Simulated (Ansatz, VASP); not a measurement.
One calculation of HgTe, two programs

The input INCAR:

```
ALGO = Normal
EDIFF = 1E-8
ENCUT = 520
GGA = PE
ISIF = 2
ISMEAR = -1
LASPH = T
LCHARG = F
LEFG = T
LREAL = F
LWAVE = F
NBANDS = 16
NELM = 80
PREC = Accurate
SIGMA = 0.05
```

The input KPOINTS:

```
k-points
0
Gamma
  9 9 9
```

Contents of POSCAR:

```
HgTe
1.0
    0.0000000000      3.2235000000      3.2235000000
    3.2235000000      0.0000000000      3.2235000000
    3.2235000000      3.2235000000      0.0000000000
Hg Te
1 1
Direct
    0.0044777416      0.0044777416      0.0044777416
    0.7500000000      0.7500000000      0.7500000000
```

Input for Ansatz:

```yaml
crystal:
  lattice:
    - [0.0, 3.2235, 3.2235]
    - [3.2235, 0.0, 3.2235]
    - [3.2235, 3.2235, 0.0]
  atoms:
    - { symbol: Hg, position: [0.0044777416, 0.0044777416, 0.0044777416] }
    - { symbol: Te, position: [0.75, 0.75, 0.75] }
kpoints:
  mp_grid: { grid: [9, 9, 9] }
scf:
  occupations: { method: fermi_dirac, width: 0.05 }
hamiltonian:
  xc: pbe
  pseudopotentials: { kind: all_electron, datasets: crystal }
output:
  forces: true
  stress: true
  eigenvalues: true
  efg: { contact_densities: true }
```

Alike in both runs: task electric field gradients; functional PBE; k mesh 9 × 9 × 9; occupations fermi-dirac, width 0.05 eV; no spin polarisation.

|  | VASP | Ansatz |
| --- | --- | --- |
| version | VASP 6.6.1 | Ansatz 0.2.0 |
| potentials or method | VASP PAW PBE potentials, release 64 (Hg, Te), cutoff 520 eV | all-electron PAW with datasets made for the crystal, scalar-relativistic |

Ansatz gave:

* pressure (GPa): 4.1
* traceless stress, the component that is largest in VASP (GPa): -0.42
* rms of the force components (eV/Å): 0.106
* size of Vzz on the site where it differs most (V/Å²): 42.8

Task: Which values does VASP return?

Result: Pressure (GPa): 4.2; traceless stress, the component that is largest in VASP (GPa): -0.43; rms of the force components (eV/Å): 0.108; size of Vzz on the site where it differs most (V/Å²): 55.4.

Atom by atom the forces differ by 0.002 eV/Å (rms over components). Ansatz ran all-electron here, and VASP with PAW potentials.

Spin-orbit coupling is off throughout.
